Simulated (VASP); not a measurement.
# Ga2S (Cmme) in VASP: a series of runs

Ga2S is run at these levels: PBE; tasks: single point.

Everything below comes from runs of VASP 6.6.1. Logs are shortened: lines on timing, memory, paths and dates and some standing lists are left out, and cuts for length are marked.

### Step 1. The cell of the first run

Symmetry: Cmme, No. 67, orthorhombic system. Conventional cell: a = 6.937 Å, b = 8.631 Å, c = 4.922 Å, α = 90.00°, β = 90.00°, γ = 90.00°. Ga (site symmetry m) has 2 S at 2.48 Å and 2 Ga at 2.54 to 2.56 Å within 3.3 Å. Within 3.3 Å of S (site symmetry 222) lie 4 Ga at 2.48 Å.

### Step 2. Single point, PBE (24.56 Å³/atom)

Input file INCAR:

```
SYSTEM = Ga2S
PREC = Accurate
ENCUT = 500
EDIFF = 1E-6
ISMEAR = 0
SIGMA = 0.1
LREAL = .FALSE.
LASPH = .TRUE.
NELM = 120
ALGO = Normal
ISIF = 2
LWAVE = .FALSE.
LCHARG = .FALSE.
GGA = PE
NBANDS = 41
GGA_COMPAT = .FALSE.
```

Input file KPOINTS:

```
Automatic mesh
0
G
  6 6 8
  0 0 0
```

Input file POSCAR:

```
Ga2S
1.0
    3.4685502975     -4.3153690896      0.0000000000
    3.4685502975      4.3153690896      0.0000000000
    0.0000000000      0.0000000000      4.9222718495
Ga S
4 2
Direct
    0.6028240851      0.3971759149      0.6875682841
    0.8971759149      0.1028240851      0.6875682841
    0.3971759149      0.6028240851      0.3124317159
    0.1028240851      0.8971759149      0.3124317159
    0.2500000000      0.2500000000      0.0000000000
    0.7500000000      0.7500000000      0.0000000000
```

Potentials or basis: VASP PAW PBE potentials, release 64 (Ga_d, S).

Started as:

```bash
$ cat potpaw_PBE.64/Ga_d/POTCAR potpaw_PBE.64/S/POTCAR > POTCAR
$ mpirun -np 1 vasp_std > vasp.out
```

OUTCAR:

```text
SYSTEM = Ga2S
   PREC = Accurate
   ENCUT = 500
   EDIFF = 1E-6
   ISMEAR = 0
   LREAL = .FALSE.
   LASPH = .TRUE.
   NELM = 120
   ISIF = 2
   GGA = PE

 ion  position               nearest neighbor table
   1  0.603  0.397  0.688-   5 2.48   6 2.48   2 2.54   3 2.56
   2  0.897  0.103  0.688-   5 2.48   6 2.48   1 2.54   4 2.56
   3  0.397  0.603  0.312-   5 2.48   6 2.48   4 2.54   1 2.56
   4  0.103  0.897  0.312-   5 2.48   6 2.48   3 2.54   2 2.56
   5  0.250  0.250  0.000-   1 2.48   2 2.48   3 2.48   4 2.48
   6  0.750  0.750  0.000-   1 2.48   2 2.48   3 2.48   4 2.48

  LATTYP: Found a base centered orthorhombic cell.
 ALAT       =     6.9371005950
 B/A-ratio  =     1.2441419958
 C/A-ratio  =     0.7095575136

  Lattice vectors:

 A1 = (   3.4685502975,  -4.3153690896,   0.0000000000)
 A2 = (   3.4685502975,   4.3153690896,   0.0000000000)
 A3 = (   0.0000000000,   0.0000000000,   4.9222718495)

Analysis of symmetry for initial positions (statically):
=====================================================================
 Subroutine PRICEL returns:
 Original cell was already a primitive cell.

 Routine SETGRP: Setting up the symmetry group for a
 base centered orthorhombic supercell.

 Subroutine GETGRP returns: Found  8 space group operations
 (whereof  4 operations were pure point group operations)
 out of a pool of  8 trial point group operations.

The static configuration has the point symmetry C_2h.
 The point group associated with its full space group is D_2h.

Analysis of symmetry for dynamics (positions and initial velocities):
=====================================================================
 Subroutine PRICEL returns:
 Original cell was already a primitive cell.

 Routine SETGRP: Setting up the symmetry group for a
 base centered orthorhombic supercell.

 Subroutine GETGRP returns: Found  8 space group operations
 (whereof  4 operations were pure point group operations)
 out of a pool of  8 trial point group operations.

The dynamic configuration has the point symmetry C_2h.
 The point group associated with its full space group is D_2h.

 Subroutine INISYM returns: Found  8 space group operations
 (whereof  4 operations are pure point group operations),
 and found     1 'primitive' translations

----------------------------------------------------------------------------------------

                                     Primitive cell

  volume of cell :     147.3539

  direct lattice vectors                    reciprocal lattice vectors
     3.468550298 -4.315369090  0.000000000     0.144152443 -0.115864944  0.000000000
     3.468550298  4.315369090  0.000000000     0.144152443  0.115864944  0.000000000
     0.000000000  0.000000000  4.922271850     0.000000000  0.000000000  0.203158223

  length of vectors
     5.536537866  5.536537866  4.922271850     0.184944890  0.184944890  0.203158223

  position of ions in fractional coordinates (direct lattice)
     0.602824085  0.397175915  0.687568284
     0.897175915  0.102824085  0.687568284
     0.397175915  0.602824085  0.312431716
     0.102824085  0.897175915  0.312431716
     0.250000000  0.250000000  0.000000000
     0.750000000  0.750000000  0.000000000

  ion indices of the primitive-cell ions
   primitive index   ion index
                 1           1
                 2           2
                 3           3
                 4           4
                 5           5
                 6           6

----------------------------------------------------------------------------------------

 KPOINTS: Automatic mesh

Automatic generation of k-mesh.
 Grid dimensions read from file:
 generate k-points for:    6    6    8

 Generating k-lattice:

  Cartesian coordinates                     Fractional coordinates (reciprocal lattice)
     0.024025407 -0.019310824  0.000000000     0.166666667  0.000000000  0.000000000
     0.024025407  0.019310824  0.000000000     0.000000000  0.166666667  0.000000000
     0.000000000  0.000000000  0.025394778     0.000000000  0.000000000  0.125000000

  Length of vectors
     0.030824148  0.030824148  0.025394778

  Shift w.r.t. Gamma in fractional coordinates (k-lattice)
     0.000000000  0.000000000  0.000000000

 Subroutine IBZKPT returns following result:
 ===========================================

 Found     65 irreducible k-points:

 Following reciprocal coordinates:
            Coordinates               Weight
  0.000000  0.000000  0.000000      1.000000
  0.166667 -0.000000  0.000000      4.000000
  0.333333 -0.000000  0.000000      4.000000
  0.500000 -0.000000  0.000000      2.000000
  0.166667  0.166667  0.000000      2.000000
  0.333333  0.166667  0.000000      4.000000
[... 16 lines left out ...]
  0.333333  0.333333  0.125000      4.000000
  0.500000  0.333333  0.125000      8.000000
 [... further k-points ...]
   k-points           NKPTS =     65   k-points in BZ     NKDIM =     65   number of bands    NBANDS=     41
   number of dos      NEDOS =    301   number of ions     NIONS =      6
   total plane-waves  NPLWV =  57600
   dimension x,y,z NGX =    40 NGY =   40 NGZ =   36
   dimension x,y,z NGXF=    80 NGYF=   80 NGZF=   72
   ions per type =               4   2
   NGX,Y,Z   is equivalent  to a cutoff of  12.01, 12.01, 12.16 a.u.
   NGXF,Y,Z  is equivalent  to a cutoff of  24.02, 24.02, 24.32 a.u.
 SYSTEM =  Ga2S
   PREC   = accura    normal or accurate (medium, high low for compatibility)
   ISTART =      0    job   : 0-new  1-cont  2-samecut
   ICHARG =      2    charge: 1-file 2-atom 10-const
   ISPIN  =      1    spin polarized calculation?
   LNONCOLLINEAR =      F non collinear calculations
   LSORBIT =      F    spin-orbit coupling
   LASPH  =      T    aspherical Exc in radial PAW
   ENCUT  =  500.0 eV  36.75 Ry    6.06 a.u.  10.09 10.09  8.97*2*pi/ulx,y,z
   NELM   =    120;   NELMIN=  2; NELMDL= -5     # of ELM steps
   EDIFF  = 0.1E-05   stopping-criterion for ELM
   LREAL  =      F    real-space projection
   EDIFFG = 0.1E-04   stopping-criterion for IOM
   NSW    =      0    number of steps for IOM
   IBRION =     -1    ionic relax: 0-MD 1-quasi-New 2-CG
   NFREE  =      0    steps in history (QN), initial steepest desc. (CG)
   ISIF   =      2    stress and relaxation
   ISYM   =      2    0-nonsym 1-usesym 2-fastsym
   POTIM  = 0.5000    time-step for ionic-motion
   TEBEG  =    0.0;   TEEND  =   0.0 temperature during run
   PSTRESS=    0.0 pullay stress
   NELECT =      64.0000    total number of electrons
   NUPDOWN=      -1.0000    fix difference up-down
   EMIN   =  10.00;   EMAX   =-10.00  energy-range for DOS
   EFERMI =   0.00;   METHOD = LEGACY
   ISMEAR =     0;   SIGMA  =   0.10  broadening in eV -4-tet -1-fermi 0-gaus
   EFERMI_NEDOS =   21; number of points for ismear=-14 and -15
   IALGO  =     38    algorithm
   IMIX   =      4    mixing-type and parameters
     AMIX     =   0.40;   BMIX     =  1.00
     AMIX_MAG =   1.60;   BMIX_MAG =  1.00
  volume/ion in A,a.u.               =      24.56       165.73
  Fermi-wavevector in a.u.,A,eV,Ry     =   1.239789  2.342861 20.913186  1.537076
  Thomas-Fermi vector in A             =   2.374257
   LORBIT       =      0    0 simple, 1 ext, 2 COOP (PROOUT), +10 PAW based schemes
   GGA     = PE    functional components
   LHFCALC =     F    Hartree Fock is set to
   AEXX    =    0.0000 exact exchange contribution
   IVDW    =     0    specifies the selected vdW correction
   LEPSILON=     F    determine dielectric tensor
   LRPA    =     F    only Hartree local field effects (RPA)
 non-spin polarized calculation
 Gauss-broadening in eV      SIGMA  =   0.10
  energy-cutoff  :      500.00
  volume of cell :      147.35
 maximum number of plane-waves:      3768
   NGX = 21   NGY = 21   NGZ = 17

 number of electron      63.9999981 magnetization

 Free energy of the ion-electron system (eV)
  ---------------------------------------------------
  ext. energy  EPLUGINS =         0.00000000
  ---------------------------------------------------
  free energy    TOTEN  =       -21.81348843 eV

  energy without entropy =      -21.80963312  energy(sigma->0) =      -21.81156078

 E-fermi :   3.5183     XC(G=0):  -8.9943

 val. band max:        3.4312254883   @ k =   0.5000   0.5000   0.1250
 cond. band min:       3.5192224436   @ k =   0.3333   0.3333   0.3750
 fundamental gap:      0.0879969553
 Fermi energy:         3.5183141403

 k-point     1 :       0.0000    0.0000    0.0000
  band No.  band energies     occupation
      1     -11.7655      2.00000
      2     -11.7613      2.00000
      3     -11.6534      2.00000
      4     -11.5956      2.00000
      5     -11.5786      2.00000
      6     -11.5758      2.00000
[... 33 lines left out ...]
     40       8.6722      0.00000
     41       9.0899      0.00000

 k-point     2 :       0.1667   -0.0000    0.0000
  band No.  band energies     occupation
      1     -11.7614      2.00000
      2     -11.7590      2.00000
      3     -11.6515      2.00000
      4     -11.5974      2.00000
      5     -11.5895      2.00000
      6     -11.5781      2.00000
[... 33 lines left out ...]
     40       8.1321      0.00000
     41       9.0040      0.00000

 k-point     3 :       0.3333   -0.0000    0.0000
  band No.  band energies     occupation
      1     -11.7531      2.00000
      2     -11.7527      2.00000
      3     -11.6461      2.00000
      4     -11.6182      2.00000
      5     -11.5961      2.00000
      6     -11.5807      2.00000
[... 33 lines left out ...]
     40       8.2894      0.00000
     41       9.0825      0.00000

 k-point     4 :       0.5000   -0.0000    0.0000
  band No.  band energies     occupation
      1     -11.7487      2.00000
      2     -11.7487      2.00000
      3     -11.6368      2.00000
      4     -11.6368      2.00000
      5     -11.5932      2.00000
      6     -11.5932      2.00000
[... 825 lines left out ...]
     40       8.0225      0.00000
     41       9.3338      0.00000

 k-point    23 :       0.3333    0.3333    0.1250
  band No.  band energies     occupation
      1     -11.7911      2.00000
      2     -11.6796      2.00000
      3     -11.6686      2.00000
      4     -11.6592      2.00000
      5     -11.5939      2.00000
      6     -11.5885      2.00000
[... 33 lines left out ...]
     40       8.9653      0.00000
     41       9.2162      0.00000

 k-point    24 :       0.5000    0.3333    0.1250
  band No.  band energies     occupation
      1     -11.8002      2.00000
      2     -11.6753      2.00000
      3     -11.6694      2.00000
      4     -11.6404      2.00000
      5     -11.5924      2.00000
      6     -11.5897      2.00000
[... 33 lines left out ...]
     40       8.8436      0.00000
     41       9.1464      0.00000

 [... further k-points ...]

------------------------ aborting loop because EDIFF is reached ----------------------------------------

  FORCE on cell =-STRESS in cart. coord.  units (eV):
  Direction    XX          YY          ZZ          XY          YZ          ZX
  --------------------------------------------------------------------------------------
  -------------------------------------------------------------------------------------
  Total       -1.0332402     -1.0025668     -0.9904425      0.0000000      0.0000000      0.0000000
  in kB      -11.2344124    -10.9009008    -10.7690733      0.0000000      0.0000000      0.0000000
  external PRESSURE =     -10.9681288 kB  Pullay stress =       0.0000000 kB

 VOLUME and BASIS-vectors are now :
 -----------------------------------------------------------------------------
  energy-cutoff  :      500.00
  volume of cell :      147.35
      direct lattice vectors                 reciprocal lattice vectors
     3.468550298 -4.315369090  0.000000000     0.144152443 -0.115864944  0.000000000
     3.468550298  4.315369090  0.000000000     0.144152443  0.115864944  0.000000000
     0.000000000  0.000000000  4.922271850     0.000000000  0.000000000  0.203158223

 POSITION                                       TOTAL-FORCE (eV/Angst)
 -----------------------------------------------------------------------------------
      3.46855     -0.88745      3.38440         0.000000      0.000277     -0.004041
      3.46855     -3.42792      3.38440         0.000000     -0.000277     -0.004041
      3.46855      0.88745      1.53787         0.000000     -0.000277      0.004041
      3.46855      3.42792      1.53787         0.000000      0.000277      0.004041
      1.73428      0.00000      0.00000         0.000000     -0.000000     -0.000000
      5.20283      0.00000      0.00000         0.000000     -0.000000      0.000000
 -----------------------------------------------------------------------------------
    total drift:                               -0.000000     -0.000000      0.000000

  FREE ENERGIE OF THE ION-ELECTRON SYSTEM (eV)
  ---------------------------------------------------
  free  energy   TOTEN  =       -21.8134884333 eV

  energy  without entropy=      -21.8096331223  energy(sigma->0) =      -21.81156078
```

It took 4.6 min on 1 thread of Oxide Virtual Turin-like, shared host; peak memory 0.38 GiB.

What came out:

* Free energy: -21.8135 eV
* Pressure: -1.1 GPa
* Largest force: 0.004 eV/Å
* Band gap on the k mesh: zero (bands 32 and 33 overlap by 0.92 eV)

Forces in eV/Å, atoms in the order of the input:
```
Ga   0.000  0.000 -0.004
Ga   0.000  0.000 -0.004
Ga   0.000  0.000  0.004
Ga   0.000  0.000  0.004
S    0.000  0.000  0.000
S    0.000  0.000  0.000
```

(Continued in part 2 of 2.)

The gap in the log of VASP goes by the Fermi energy; the results here count the filled bands.